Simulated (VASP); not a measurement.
# TaN (P6/mmm) in VASP: settings compared, part 2 of 2

VASP 6.6.1. The steps go on from the part before.

## 3. Single point, BLYP

The input, INCAR:

```
  PREC = Accurate
  ENCUT = 600
  EDIFF = 1E-6
  ISMEAR = -1
  SIGMA = 0.1
  LREAL = False
  LASPH = True
  NELM = 120
  ALGO = Normal
  ISIF = 2
  LWAVE = False
  LCHARG = True
  GGA = B5
  ALDAX = 1.0
  AGGAX = 1.0
  AGGAC = 1.0
  ALDAC = 0.0
  LELF = True
  LVHAR = True
  NBANDS = 33
  GGA_COMPAT = False
```

The input, KPOINTS:

```
Automatic mesh
0
Gamma
  4 4 6
```

The input, POSCAR:

```
TaN
1.0
    5.1910000000      0.0000000000      0.0000000000
   -2.5955000000      4.4955378710      0.0000000000
    0.0000000000      0.0000000000      2.9080000000
Ta N
3 3
Direct
    0.0000000000      0.0000000000      0.0000000000
    0.3333333333      0.6666666667      0.5000000000
    0.6666666667      0.3333333333      0.5000000000
    0.5000000000      0.0000000000      0.0000000000
    0.0000000000      0.5000000000      0.0000000000
    0.5000000000      0.5000000000      0.0000000000
```

Potentials or basis: VASP PAW PBE potentials, release 64 (Ta_pv, N).

Started as:

```sh
cat potpaw_PBE.64/Ta_pv/POTCAR potpaw_PBE.64/N/POTCAR > POTCAR
mpirun -np 1 vasp_std > vasp.out
```

OUTCAR:

```text
PREC = Accurate
   ENCUT = 600
   EDIFF = 1E-6
   ISMEAR = -1
   LREAL = False
   LASPH = True
   NELM = 120
   ISIF = 2
   GGA = B5

 ion  position               nearest neighbor table
   1  0.000  0.000  0.000-   5 2.60   6 2.60   5 2.60   6 2.60   4 2.60   4 2.60   3 3.33   3 3.33
                             2 3.33   2 3.33   2 3.33   3 3.33   2 3.33   3 3.33   2 3.33   3 3.33
   2  0.333  0.667  0.500-   4 2.09   4 2.09   5 2.09   5 2.09   6 2.09   6 2.09   3 3.00   3 3.00
                             3 3.00   1 3.33   1 3.33   1 3.33   1 3.33   1 3.33   1 3.33
   3  0.667  0.333  0.500-   4 2.09   4 2.09   5 2.09   5 2.09   6 2.09   6 2.09   2 3.00   2 3.00
                             2 3.00   1 3.33   1 3.33   1 3.33   1 3.33   1 3.33   1 3.33
   4  0.500  0.000  0.000-   2 2.09   3 2.09   2 2.09   3 2.09   1 2.60   1 2.60
   5  0.000  0.500  0.000-   2 2.09   3 2.09   2 2.09   3 2.09   1 2.60   1 2.60
   6  0.500  0.500  0.000-   2 2.09   3 2.09   2 2.09   3 2.09   1 2.60   1 2.60

  LATTYP: Found a hexagonal cell.
 ALAT       =     5.1910000000
 C/A-ratio  =     0.5602003468

  Lattice vectors:

 A1 = (   5.1910000000,   0.0000000000,   0.0000000000)
 A2 = (  -2.5955000000,   4.4955378710,   0.0000000000)
 A3 = (   0.0000000000,   0.0000000000,   2.9080000000)

Analysis of symmetry for initial positions (statically):
=====================================================================
 Subroutine PRICEL returns:
 Original cell was already a primitive cell.

 Routine SETGRP: Setting up the symmetry group for a
 hexagonal supercell.

 Subroutine GETGRP returns: Found 24 space group operations
 (whereof 24 operations were pure point group operations)
 out of a pool of 24 trial point group operations.

The static configuration has the point symmetry D_6h.

Analysis of symmetry for dynamics (positions and initial velocities):
=====================================================================
 Subroutine PRICEL returns:
 Original cell was already a primitive cell.

 Routine SETGRP: Setting up the symmetry group for a
 hexagonal supercell.

 Subroutine GETGRP returns: Found 24 space group operations
 (whereof 24 operations were pure point group operations)
 out of a pool of 24 trial point group operations.

The dynamic configuration has the point symmetry D_6h.

 Subroutine INISYM returns: Found 24 space group operations
 (whereof 24 operations are pure point group operations),
 and found     1 'primitive' translations

----------------------------------------------------------------------------------------

                                     Primitive cell

  volume of cell :      67.8621

  direct lattice vectors                    reciprocal lattice vectors
     5.191000000  0.000000000  0.000000000     0.192641110  0.111221396  0.000000000
    -2.595500000  4.495537871  0.000000000     0.000000000  0.222442793  0.000000000
     0.000000000  0.000000000  2.908000000     0.000000000  0.000000000  0.343878955

  length of vectors
     5.191000000  5.191000000  2.908000000     0.222442793  0.222442793  0.343878955

  position of ions in fractional coordinates (direct lattice)
     0.000000000  0.000000000  0.000000000
     0.333333333  0.666666667  0.500000000
     0.666666667  0.333333333  0.500000000
     0.500000000  0.000000000  0.000000000
     1.000000000  0.500000000  0.000000000
     0.500000000  0.500000000  0.000000000
[... 30 lines left out ...]

 Subroutine IBZKPT returns following result:
 ===========================================

 Found     16 irreducible k-points:

 Following reciprocal coordinates:
            Coordinates               Weight
  0.000000  0.000000  0.000000      1.000000
  0.250000  0.000000  0.000000      6.000000
  0.500000  0.000000  0.000000      3.000000
  0.250000  0.250000  0.000000      6.000000
  0.000000  0.000000  0.166667      2.000000
  0.250000  0.000000  0.166667     12.000000
[... 8 lines left out ...]
  0.500000  0.000000  0.500000      3.000000
  0.250000  0.250000  0.500000      6.000000
   k-points           NKPTS =     16   k-points in BZ     NKDIM =     16   number of bands    NBANDS=     33
   number of dos      NEDOS =    301   number of ions     NIONS =      6
   total plane-waves  NPLWV =  42336
   dimension x,y,z NGX =    42 NGY =   42 NGZ =   24
   dimension x,y,z NGXF=    84 NGYF=   84 NGZF=   48
   ions per type =               3   3
   NGX,Y,Z   is equivalent  to a cutoff of  13.45, 13.45, 13.72 a.u.
   NGXF,Y,Z  is equivalent  to a cutoff of  26.90, 26.90, 27.44 a.u.
 SYSTEM =  unknown system
   PREC   = accura    normal or accurate (medium, high low for compatibility)
   ISTART =      0    job   : 0-new  1-cont  2-samecut
   ICHARG =      2    charge: 1-file 2-atom 10-const
   ISPIN  =      1    spin polarized calculation?
   LNONCOLLINEAR =      F non collinear calculations
   LSORBIT =      F    spin-orbit coupling
   LASPH  =      T    aspherical Exc in radial PAW
   ENCUT  =  600.0 eV  44.10 Ry    6.64 a.u.  10.37 10.37  5.81*2*pi/ulx,y,z
   NELM   =    120;   NELMIN=  2; NELMDL= -5     # of ELM steps
   EDIFF  = 0.1E-05   stopping-criterion for ELM
   LREAL  =      F    real-space projection
[... 7 lines left out ...]
   TEBEG  =    0.0;   TEEND  =   0.0 temperature during run
   PSTRESS=    0.0 pullay stress
   NELECT =      48.0000    total number of electrons
   NUPDOWN=      -1.0000    fix difference up-down
   EMIN   =  10.00;   EMAX   =-10.00  energy-range for DOS
   EFERMI =   0.00;   METHOD = LEGACY
   ISMEAR =    -1;   SIGMA  =   0.10  broadening in eV -4-tet -1-fermi 0-gaus
   EFERMI_NEDOS =   21; number of points for ismear=-14 and -15
   IALGO  =     38    algorithm
   IMIX   =      4    mixing-type and parameters
     AMIX     =   0.40;   BMIX     =  1.00
     AMIX_MAG =   1.60;   BMIX_MAG =  1.00
  volume/ion in A,a.u.               =      11.31        76.33
  Fermi-wavevector in a.u.,A,eV,Ry     =   1.458634  2.756418 28.947918  2.127612
  Thomas-Fermi vector in A             =   2.575295
   LORBIT       =      0    0 simple, 1 ext, 2 COOP (PROOUT), +10 PAW based schemes
   GGA     = B5    functional components
   LHFCALC =     F    Hartree Fock is set to
   AEXX    =    0.0000 exact exchange contribution
   IVDW    =     0    specifies the selected vdW correction
   LEPSILON=     F    determine dielectric tensor
   LRPA    =     F    only Hartree local field effects (RPA)
 non-spin polarized calculation
  energy-cutoff  :      600.00
  volume of cell :       67.86
 maximum number of plane-waves:      2292
 NGX is ok and might be reduce to    42
   NGX = 21   NGY = 21   NGZ = 11

 number of electron      48.0000002 magnetization

 Free energy of the ion-electron system (eV)
  ---------------------------------------------------
  ext. energy  EPLUGINS =         0.00000000
  ---------------------------------------------------
  free energy    TOTEN  =       -58.66879724 eV

  energy without entropy =      -58.62506641  energy(sigma->0) =      -58.64693183

 E-fermi :   8.7057     XC(G=0): -12.3713

 val. band max:        8.5896112939   @ k =   0.5000   0.0000   0.1667
 cond. band min:       8.7811118411   @ k =   0.2500   0.0000   0.5000
 fundamental gap:      0.1915005472
 Fermi energy:         8.7056567053

 k-point     1 :       0.0000    0.0000    0.0000
  band No.  band energies     occupation
      1     -27.4264      2.00000
      2     -27.4264      2.00000
      3     -27.0266      2.00000
      4     -27.0266      2.00000
      5     -26.7755      2.00000
      6     -26.6622      2.00000
[... 565 lines left out ...]
     32      12.8322      0.00000
     33      14.5878      0.00000

------------------------ aborting loop because EDIFF is reached ----------------------------------------

  FORCE on cell =-STRESS in cart. coord.  units (eV):
  Direction    XX          YY          ZZ          XY          YZ          ZX
  --------------------------------------------------------------------------------------
  -------------------------------------------------------------------------------------
  Total        9.5578395      9.5578395      9.4047206      0.0000000     -0.0000000     -0.0000000
  in kB      225.6540966    225.6540966    222.0390649      0.0000000     -0.0000000     -0.0000000
  external PRESSURE =     224.4490860 kB  Pullay stress =       0.0000000 kB

 VOLUME and BASIS-vectors are now :
 -----------------------------------------------------------------------------
  energy-cutoff  :      600.00
  volume of cell :       67.86
      direct lattice vectors                 reciprocal lattice vectors
     5.191000000  0.000000000  0.000000000     0.192641110  0.111221396  0.000000000
    -2.595500000  4.495537871  0.000000000     0.000000000  0.222442793  0.000000000
     0.000000000  0.000000000  2.908000000     0.000000000  0.000000000  0.343878955

 POSITION                                       TOTAL-FORCE (eV/Angst)
 -----------------------------------------------------------------------------------
      0.00000      0.00000      0.00000        -0.000000     -0.000000      0.000000
     -0.00000      2.99703      1.45400        -0.000000     -0.000000      0.000000
      2.59550      1.49851      1.45400         0.000000      0.000000     -0.000000
      2.59550      0.00000      0.00000        -0.000000     -0.000000      0.000000
     -1.29775      2.24777      0.00000        -0.000000     -0.000000      0.000000
      1.29775      2.24777      0.00000        -0.000000     -0.000000      0.000000
 -----------------------------------------------------------------------------------
    total drift:                                0.000000      0.000000     -0.000000

  FREE ENERGIE OF THE ION-ELECTRON SYSTEM (eV)
  ---------------------------------------------------
  free  energy   TOTEN  =       -58.6687972427 eV

  energy  without entropy=      -58.6250664112  energy(sigma->0) =      -58.64693183
```

Wall time 52 s (1 thread of Intel Xeon 6975P-C (Granite Rapids), shared host); peak memory 0.21 GiB.

What came out:

* Free energy: -58.6688 eV
* Pressure: 22.4 GPa
* Band gap on the k mesh: zero (bands 24 and 25 overlap by 2.08 eV)

Levels at points of the mesh, in eV from the Fermi level:
```csv
k point,band 21,band 22,band 23,band 24,band 25,band 26,band 27,band 28
"(0.00, 0.00, 0.00)",-3.05,-2.54,-2.06,-1.22,-1.22,0.83,0.83,1.34
"(0.50, 0.00, 0.00)",-3.43,-2.96,-1.61,-0.67,1.36,1.83,1.85,2.22
"(0.00, 0.00, 0.50)",-3.13,-3.13,-1.98,0.86,0.86,1.50,1.86,2.41
"(0.50, 0.00, 0.50)",-3.43,-3.07,-2.00,-1.27,1.04,1.33,3.01,3.32
```

Caveat: the k points lie up to 0.36 Å⁻¹ apart, too coarse for converged energies and pressures of a metal; the PAW data sets were made with another functional, which shifts forces and pressure a little; spin-orbit coupling is left out, which moves the levels of the heavy elements.

## 4. Single point, revPBE

The input, INCAR:

```
SYSTEM = TaN
PREC = Accurate ; ENCUT = 600
EDIFF = 1E-6 ; ISMEAR = -1
SIGMA = 0.1 ; LREAL = .False.
LASPH = .True. ; NELM = 120
ALGO = Normal ; ISIF = 2
LWAVE = .False. ; LCHARG = .False.
GGA = RE ; NBANDS = 33
GGA_COMPAT = .False.
```

The input, KPOINTS:

```
Automatic mesh
0
Gamma
  4 4 6
  0 0 0
```

POSCAR is that of step 3.

Started as:

```sh
cat potpaw_PBE.64/Ta_pv/POTCAR potpaw_PBE.64/N/POTCAR > POTCAR
mpirun -np 1 vasp_std > vasp.out
```

It took 28 s on 1 thread of Intel Xeon 6975P-C (Granite Rapids), shared host; peak memory 0.2 GiB.

Results (log left out):

* Free energy: -62.1621 eV
* Pressure: 14.1 GPa
* Band gap on the k mesh: zero (bands 24 and 25 overlap by 2.12 eV)

Stress tensor (GPa, compression positive):
```
13.98  0.00  0.00
 0.00 13.98  0.00
 0.00  0.00 14.30
```

Levels at points of the mesh, in eV from the Fermi level:
```
           k point  band 22  band 23  band 24  band 25  band 26  band 27
(0.00, 0.00, 0.00)    -2.53    -2.08    -1.24    -1.24     0.83     0.83
(0.50, 0.00, 0.00)    -2.93    -1.71    -0.69     1.35     1.86     1.87
(0.00, 0.00, 0.50)    -3.13    -1.95     0.88     0.88     1.45     1.79
(0.50, 0.00, 0.50)    -3.15    -2.18    -1.25     1.05     1.37     3.09
```

Caveat: the k points lie up to 0.36 Å⁻¹ apart, too coarse for converged energies and pressures of a metal; the PAW data sets were made with another functional, which shifts forces and pressure a little; spin-orbit coupling is left out, which moves the levels of the heavy elements.

## 5. Single point, r2SCAN

POSCAR is that of step 4.

The input, INCAR.step1:

```
SYSTEM = TaN
  ALGO = Normal
  EDIFF = 1E-5
  ENCUT = 660
  GGA = PE
  GGA_COMPAT = .False.
  ISMEAR = -1
  LASPH = .True.
  LCHARG = .False.
  LREAL = .False.
  LWAVE = .True.
  NBANDS = 33
  NELM = 120
  PREC = Accurate
  SIGMA = 0.1
```

The input, INCAR.step2:

```
SYSTEM = TaN
  ALGO = Normal
  EDIFF = 1E-6
  ENCUT = 660
  GGA_COMPAT = .False.
  ISIF = 2
  ISMEAR = -1
  ISTART = 1
  LASPH = .True.
  LCHARG = .False.
  LMIXTAU = .True.
  LREAL = .False.
  LWAVE = .False.
  METAGGA = R2SCAN
  NBANDS = 33
  NELM = 120
  PREC = Accurate
  SIGMA = 0.1
```

The input, KPOINTS:

```
k-points
0
Gamma
  4 4 6
  0 0 0
```

Started as:

```sh
cat potpaw_PBE.64/Ta_pv/POTCAR potpaw_PBE.64/N/POTCAR > POTCAR
cp INCAR.step1 INCAR
mpirun -np 1 vasp_std > vasp.out
cp INCAR.step2 INCAR
mpirun -np 1 vasp_std > vasp.out
```

Run time: 2 min. Hardware: 1 thread of Intel Xeon 6975P-C (Granite Rapids), shared host; peak memory 0.25 GiB.

It converged, with:

```
Free energy            : -178.3491 eV
Pressure               : 7.1 GPa
Band gap on the k mesh : zero (bands 24 and 25 overlap by 2.19 eV)
```

Stress tensor (GPa, compression positive):
```
8.10 0.00 0.00
0.00 8.10 0.00
0.00 0.00 5.24
```

Levels at points of the mesh, in eV from the Fermi level:
```tsv
k point	band 22	band 23	band 24	band 25	band 26	band 27
(0.00, 0.00, 0.00)	-2.73	-2.17	-1.17	-1.17	0.92	0.92
(0.50, 0.00, 0.00)	-3.20	-1.74	-0.65	1.46	1.94	2.02
(0.00, 0.00, 0.50)	-3.38	-2.12	1.02	1.02	1.41	2.13
(0.50, 0.00, 0.50)	-3.33	-2.35	-1.35	1.10	1.52	3.20
```

Caveat: the k points lie up to 0.36 Å⁻¹ apart, too coarse for converged energies and pressures of a metal; the PAW data sets were made with another functional, which shifts forces and pressure a little; spin-orbit coupling is left out, which moves the levels of the heavy elements.

## 6. Summary

```tsv
level	cutoff (eV)	gap on the mesh (eV)	pressure (GPa)
PBE	600	none	10.8
BLYP	600	none	22.4
revPBE	600	none	14.1
r2SCAN	660	none	7.1
```

Alike in all rows: task single point; potentials or basis VASP PAW PBE potentials, release 64 (Ta_pv, N); no spin polarisation; cell as given; k mesh 4 × 4 × 6; smearing fermi-dirac 0.1 eV.

Caveats: all runs use coarse meshes; spin-orbit coupling is left out, which moves the levels of the heavy elements; the PAW data sets were made with another functional, which shifts forces and pressure a little (at least some runs).

Total energies depend on the potentials used, so only differences within one code and one set of settings carry meaning.
